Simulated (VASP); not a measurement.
# TiO2 (P2_1/c) in VASP: notebook

Aim: see how the results for TiO2 move with the level of theory and the settings. Levels: PBE, LDA+U, PBEsol, LDA. Tasks: single point.

Program: VASP 6.6.1. These are calculated values, not measurements. Logs are shortened: lines on timing, memory, paths and dates and some standing lists are left out, and cuts for length are marked.

## 1. The cell of the first run

It takes space group P2_1/c (No. 14, monoclinic). The conventional cell has a = 4.568 Å, b = 4.852 Å, c = 4.706 Å, α = 90.00°, β = 98.01°, γ = 90.00°. Ti (site symmetry 1) has 7 O at 1.86 to 2.05 Å within 2.5 Å. Within 3.1 Å of O (site symmetry 1) lie 5 Ti at 1.86 to 3.04 Å and 12 O at 2.37 to 3.07 Å. O (site symmetry 1) has 4 Ti at 1.96 to 2.03 Å and 10 O at 2.36 to 2.88 Å within 2.9 Å.

## 2. Single point, PBE

File INCAR:

```
PREC     = Accurate       # precision mode
ENCUT    = 520            # plane-wave cutoff, eV
EDIFF    = 1E-6           # SCF threshold, eV
ISMEAR   = -1             # smearing method
SIGMA    = 0.05           # smearing width, eV
LREAL    = False          # projectors in reciprocal space
LASPH    = True           # aspherical terms in the spheres
NELM     = 80             # most SCF steps
ALGO     = Normal         # electronic algorithm
ISIF     = 2              # what is computed and relaxed
LWAVE    = False          # write WAVECAR
LCHARG   = False          # write CHGCAR
GGA      = PE             # functional
NBANDS   = 60             # bands
```

File KPOINTS:

```
Automatic mesh
0
Gamma
  5 5 5
```

File POSCAR:

```
TiO2
1.0
    4.5668450072      0.0000000000      0.0794140055
    0.0000000000      4.8521290620      0.0000000000
   -0.7368518958      0.0000000000      4.6483557357
Ti O
4 8
Direct
    0.2787161082      0.0458656460      0.2118858679
    0.7212838918      0.5458656460      0.2881141321
    0.7212838918      0.9541343540      0.7881141321
    0.2787161082      0.4541343540      0.7118858679
    0.0877980739      0.1236518564      0.7996410209
    0.9122019261      0.6236518564      0.7003589791
    0.9122019261      0.8763481436      0.2003589791
    0.0877980739      0.3763481436      0.2996410209
    0.4333516169      0.7644795245      0.4907053212
    0.5666483831      0.2644795245      0.0092946788
    0.5666483831      0.2355204755      0.5092946788
    0.4333516169      0.7355204755      0.9907053212
```

Potentials or basis: VASP PAW PBE potentials, release 64 (Ti_sv, O).

On the command line:

```bash
$ cat potpaw_PBE.64/Ti_sv/POTCAR potpaw_PBE.64/O/POTCAR > POTCAR
$ mpirun -np 1 vasp_std > vasp.out
```

OUTCAR:

```text
PREC = Accurate
   ENCUT = 520
   EDIFF = 1E-6
   ISMEAR = -1
   LREAL = False
   LASPH = True
   NELM = 80
   ISIF = 2
   GGA = PE

 ion  position               nearest neighbor table
   1  0.279  0.046  0.212-   7 1.86   8 1.90   9 1.96  11 2.01  12 2.01  10 2.03   5 2.05
   2  0.721  0.546  0.288-   8 1.86   7 1.90  10 1.96  12 2.01  11 2.01   9 2.03   6 2.05
   3  0.721  0.954  0.788-   5 1.86   6 1.90  11 1.96   9 2.01  10 2.01  12 2.03   7 2.05
   4  0.279  0.454  0.712-   6 1.86   5 1.90  12 1.96  10 2.01   9 2.01  11 2.03   8 2.05
   5  0.088  0.124  0.800-   3 1.86   4 1.90   1 2.05
   6  0.912  0.624  0.700-   4 1.86   3 1.90   2 2.05
   7  0.912  0.876  0.200-   1 1.86   2 1.90   3 2.05
   8  0.088  0.376  0.300-   2 1.86   1 1.90   4 2.05
   9  0.433  0.764  0.491-   1 1.96   3 2.01   4 2.01   2 2.03
  10  0.567  0.264  0.009-   2 1.96   4 2.01   3 2.01   1 2.03
  11  0.567  0.236  0.509-   3 1.96   1 2.01   2 2.01   4 2.03
  12  0.433  0.736  0.991-   4 1.96   2 2.01   1 2.01   3 2.03

  LATTYP: Found a simple monoclinic cell.
 ALAT       =     4.5675354300
 B/A-ratio  =     1.0623079200
 C/A-ratio  =     1.0304016045
 COS(beta)  =    -0.1393680726

  Lattice vectors:

 A1 = (   4.5668450072,   0.0000000000,   0.0794140055)
 A2 = (   0.0000000000,   4.8521290620,   0.0000000000)
 A3 = (  -0.7368518958,   0.0000000000,   4.6483557357)

Analysis of symmetry for initial positions (statically):
=====================================================================
 Subroutine PRICEL returns:
 Original cell was already a primitive cell.

 Routine SETGRP: Setting up the symmetry group for a
 simple monoclinic supercell.

 Subroutine GETGRP returns: Found  4 space group operations
 (whereof  2 operations were pure point group operations)
 out of a pool of  4 trial point group operations.

The static configuration has the point symmetry S_2 .
 The point group associated with its full space group is C_2h.

Analysis of symmetry for dynamics (positions and initial velocities):
=====================================================================
 Subroutine PRICEL returns:
 Original cell was already a primitive cell.

 Routine SETGRP: Setting up the symmetry group for a
 simple monoclinic supercell.

 Subroutine GETGRP returns: Found  4 space group operations
 (whereof  2 operations were pure point group operations)
 out of a pool of  4 trial point group operations.

The dynamic configuration has the point symmetry S_2 .
 The point group associated with its full space group is C_2h.

 Subroutine INISYM returns: Found  4 space group operations
 (whereof  2 operations are pure point group operations),
 and found     1 'primitive' translations

----------------------------------------------------------------------------------------

                                     Primitive cell

  volume of cell :     103.2865

  direct lattice vectors                    reciprocal lattice vectors
     4.566845007  0.000000000  0.079414005     0.218367615  0.000000000  0.034615378
     0.000000000  4.852129062  0.000000000     0.000000000  0.206095095  0.000000000
    -0.736851896  0.000000000  4.648355736    -0.003730663  0.000000000  0.214538454

  length of vectors
     4.567535430  4.852129062  4.706395836     0.221094188  0.206095095  0.214570888

  position of ions in fractional coordinates (direct lattice)
     0.278716108  0.045865646  0.211885868
     0.721283892  0.545865646  0.288114132
     0.721283892  0.954134354  0.788114132
     0.278716108  0.454134354  0.711885868
     0.087798074  0.123651856  0.799641021
     0.912201926  0.623651856  0.700358979
     0.912201926  0.876348144  0.200358979
     0.087798074  0.376348144  0.299641021
     0.433351617  0.764479524  0.490705321
     0.566648383  0.264479524  0.009294679
     0.566648383  0.235520476  0.509294679
     0.433351617  0.735520476  0.990705321

  ion indices of the primitive-cell ions
   primitive index   ion index
                 1           1
                 2           2
                 3           3
                 4           4
                 5           5
                 6           6
                 7           7
                 8           8
                 9           9
                10          10
                11          11
                12          12

----------------------------------------------------------------------------------------

 KPOINTS: Automatic mesh

Automatic generation of k-mesh.
 Grid dimensions read from file:
 generate k-points for:    5    5    5

 Generating k-lattice:

  Cartesian coordinates                     Fractional coordinates (reciprocal lattice)
     0.043673523  0.000000000  0.006923076     0.200000000  0.000000000 -0.000000000
     0.000000000  0.041219019  0.000000000     0.000000000  0.200000000  0.000000000
    -0.000746133  0.000000000  0.042907691     0.000000000  0.000000000  0.200000000

  Length of vectors
     0.044218838  0.041219019  0.042914178

  Shift w.r.t. Gamma in fractional coordinates (k-lattice)
     0.000000000  0.000000000  0.000000000

 Subroutine IBZKPT returns following result:
 ===========================================

 Found     39 irreducible k-points:

 Following reciprocal coordinates:
            Coordinates               Weight
  0.000000  0.000000  0.000000      1.000000
  0.200000  0.000000  0.000000      2.000000
  0.400000  0.000000  0.000000      2.000000
  0.000000  0.200000  0.000000      2.000000
  0.200000  0.200000  0.000000      4.000000
  0.400000  0.200000  0.000000      4.000000
[... 16 lines left out ...]
 -0.400000  0.400000  0.200000      4.000000
 -0.200000  0.400000  0.200000      4.000000
 [... further k-points ...]
   k-points           NKPTS =     39   k-points in BZ     NKDIM =     39   number of bands    NBANDS=     60
   number of dos      NEDOS =    301   number of ions     NIONS =     12
   total plane-waves  NPLWV =  46656
   dimension x,y,z NGX =    36 NGY =   36 NGZ =   36
   dimension x,y,z NGXF=    72 NGYF=   72 NGZF=   72
   ions per type =               4   8
   NGX,Y,Z   is equivalent  to a cutoff of  13.10, 12.33, 12.72 a.u.
   NGXF,Y,Z  is equivalent  to a cutoff of  26.21, 24.67, 25.43 a.u.
 SYSTEM =  unknown system
   PREC   = accura    normal or accurate (medium, high low for compatibility)
   ISTART =      0    job   : 0-new  1-cont  2-samecut
   ICHARG =      2    charge: 1-file 2-atom 10-const
   ISPIN  =      1    spin polarized calculation?
   LNONCOLLINEAR =      F non collinear calculations
   LSORBIT =      F    spin-orbit coupling
   LASPH  =      T    aspherical Exc in radial PAW
   ENCUT  =  520.0 eV  38.22 Ry    6.18 a.u.   8.49  9.02  8.75*2*pi/ulx,y,z
   NELM   =     80;   NELMIN=  2; NELMDL= -5     # of ELM steps
   EDIFF  = 0.1E-05   stopping-criterion for ELM
   LREAL  =      F    real-space projection
   EDIFFG = 0.1E-04   stopping-criterion for IOM
   NSW    =      0    number of steps for IOM
   IBRION =     -1    ionic relax: 0-MD 1-quasi-New 2-CG
   NFREE  =      0    steps in history (QN), initial steepest desc. (CG)
   ISIF   =      2    stress and relaxation
   ISYM   =      2    0-nonsym 1-usesym 2-fastsym
   POTIM  = 0.5000    time-step for ionic-motion
   TEBEG  =    0.0;   TEEND  =   0.0 temperature during run
   PSTRESS=    0.0 pullay stress
   NELECT =      96.0000    total number of electrons
   NUPDOWN=      -1.0000    fix difference up-down
   EMIN   =  10.00;   EMAX   =-10.00  energy-range for DOS
   EFERMI =   0.00;   METHOD = LEGACY
   ISMEAR =    -1;   SIGMA  =   0.05  broadening in eV -4-tet -1-fermi 0-gaus
   EFERMI_NEDOS =   21; number of points for ismear=-14 and -15
   IALGO  =     38    algorithm
   IMIX   =      4    mixing-type and parameters
     AMIX     =   0.40;   BMIX     =  1.00
     AMIX_MAG =   1.60;   BMIX_MAG =  1.00
  volume/ion in A,a.u.               =       8.61        58.08
  Fermi-wavevector in a.u.,A,eV,Ry     =   1.597659  3.019138 34.729064  2.552514
  Thomas-Fermi vector in A             =   2.695231
   LORBIT       =      0    0 simple, 1 ext, 2 COOP (PROOUT), +10 PAW based schemes
   GGA     = PE    functional components
   LHFCALC =     F    Hartree Fock is set to
   AEXX    =    0.0000 exact exchange contribution
   IVDW    =     0    specifies the selected vdW correction
   LEPSILON=     F    determine dielectric tensor
   LRPA    =     F    only Hartree local field effects (RPA)
 non-spin polarized calculation
  energy-cutoff  :      520.00
  volume of cell :      103.29
 maximum number of plane-waves:      2798
 NGX is ok and might be reduce to    36
   NGX = 17   NGY = 19   NGZ = 17

 number of electron      95.9999959 magnetization

 Free energy of the ion-electron system (eV)
  ---------------------------------------------------
  ext. energy  EPLUGINS =         0.00000000
  ---------------------------------------------------
  free energy    TOTEN  =      -105.54959742 eV

  energy without entropy =     -105.54959742  energy(sigma->0) =     -105.54959742

 E-fermi :   8.1313     XC(G=0): -12.6228

 val. band max:        7.0328681116   @ k =   0.0000   0.0000   0.0000
 cond. band min:       9.5100116059   @ k =   0.4000   0.0000   0.0000
 fundamental gap:      2.4771434943
 Fermi energy:         8.1312673140

 k-point     1 :       0.0000    0.0000    0.0000
  band No.  band energies     occupation
      1     -49.3633      2.00000
      2     -49.3080      2.00000
      3     -49.2985      2.00000
      4     -49.2954      2.00000
      5     -25.9265      2.00000
      6     -25.8727      2.00000
[... 52 lines left out ...]
     59      12.1203      0.00000
     60      12.1766      0.00000

 k-point     2 :       0.2000    0.0000    0.0000
  band No.  band energies     occupation
      1     -49.3579      2.00000
      2     -49.3073      2.00000
      3     -49.3038      2.00000
      4     -49.2960      2.00000
      5     -25.8935      2.00000
      6     -25.8598      2.00000
[... 52 lines left out ...]
     59      11.9731      0.00000
     60      12.0575      0.00000

 k-point     3 :       0.4000    0.0000    0.0000
  band No.  band energies     occupation
      1     -49.3456      2.00000
      2     -49.3161      2.00000
      3     -49.3060      2.00000
      4     -49.2972      2.00000
      5     -25.8585      2.00000
      6     -25.8108      2.00000
[... 1312 lines left out ...]
     59      11.9860      0.00000
     60      12.1678      0.00000

 k-point    24 :      -0.2000    0.4000    0.2000
  band No.  band energies     occupation
      1     -49.3413      2.00000
      2     -49.3279      2.00000
      3     -49.2982      2.00000
      4     -49.2974      2.00000
      5     -25.8839      2.00000
      6     -25.8540      2.00000
[... 52 lines left out ...]
     59      11.8228      0.00000
     60      11.9475      0.00000

 [... further k-points ...]

------------------------ aborting loop because EDIFF is reached ----------------------------------------

  FORCE on cell =-STRESS in cart. coord.  units (eV):
  Direction    XX          YY          ZZ          XY          YZ          ZX
  --------------------------------------------------------------------------------------
  -------------------------------------------------------------------------------------
  Total       20.0623483     20.0424676     19.8888777      0.0000000      0.0000000      0.0866427
  in kB      311.2066574    310.8982684    308.5157859      0.0000000      0.0000000      1.3439994
  external PRESSURE =     310.2069039 kB  Pullay stress =       0.0000000 kB

 VOLUME and BASIS-vectors are now :
 -----------------------------------------------------------------------------
  energy-cutoff  :      520.00
  volume of cell :      103.29
      direct lattice vectors                 reciprocal lattice vectors
     4.566845007  0.000000000  0.079414005     0.218367615  0.000000000  0.034615378
     0.000000000  4.852129062  0.000000000     0.000000000  0.206095095  0.000000000
    -0.736851896  0.000000000  4.648355736    -0.003730663  0.000000000  0.214538454

 POSITION                                       TOTAL-FORCE (eV/Angst)
 -----------------------------------------------------------------------------------
      1.11672      0.22255      1.00705         0.027119     -0.007302     -0.004126
      3.08169      2.64861      1.39654        -0.027119     -0.007302      0.004126
      2.71327      4.62958      3.72071        -0.027119      0.007302      0.004126
      0.74830      2.20352      3.33123         0.027119      0.007302     -0.004126
     -0.18826      0.59997      3.72399         0.022837     -0.005363     -0.013425
      3.64982      3.02604      3.32796        -0.022837     -0.005363      0.013425
      4.01825      4.25215      1.00378        -0.022837      0.005363      0.013425
      0.18017      1.82609      1.39981         0.022837      0.005363     -0.013425
      1.61747      3.70935      2.31539        -0.022853     -0.006271      0.003986
      2.58095      1.28329      0.08820         0.022853     -0.006271     -0.003986
      2.21252      1.14278      2.41238         0.022853      0.006271     -0.003986
      1.24905      3.56884      4.63956        -0.022853      0.006271      0.003986
 -----------------------------------------------------------------------------------
    total drift:                                0.000000     -0.000000      0.000000

  FREE ENERGIE OF THE ION-ELECTRON SYSTEM (eV)
  ---------------------------------------------------
  free  energy   TOTEN  =      -105.5495974201 eV

  energy  without entropy=     -105.5495974201  energy(sigma->0) =     -105.54959742
```

Run time: 3.6 min. Hardware: 1 thread of Intel Xeon Platinum 8259CL at 2.50GHz (Skylake/Cascade Lake), shared host; peak memory 0.31 GiB.

What came out:

| Item | Value |
| --- | --- |
| Free energy | -105.5496 eV |
| Pressure | 31.0 GPa |
| Largest force | 0.028 eV/Å |
| Band gap on the k mesh | 2.48 eV (least direct gap 2.58 eV) |

Forces on the atoms (eV/Å):
```
Ti   0.027 -0.007 -0.004
Ti  -0.027 -0.007  0.004
Ti  -0.027  0.007  0.004
Ti   0.027  0.007 -0.004
O    0.023 -0.005 -0.013
O   -0.023 -0.005  0.013
O   -0.023  0.005  0.013
O    0.023  0.005 -0.013
O   -0.023 -0.006  0.004
O    0.023 -0.006 -0.004
O    0.023  0.006 -0.004
O   -0.023  0.006  0.004
```

Caveat: the cell stands under pressure; an odd mesh through Γ misses points on the zone boundary, where band edges can lie.

(Continued in part 2 of 3.)
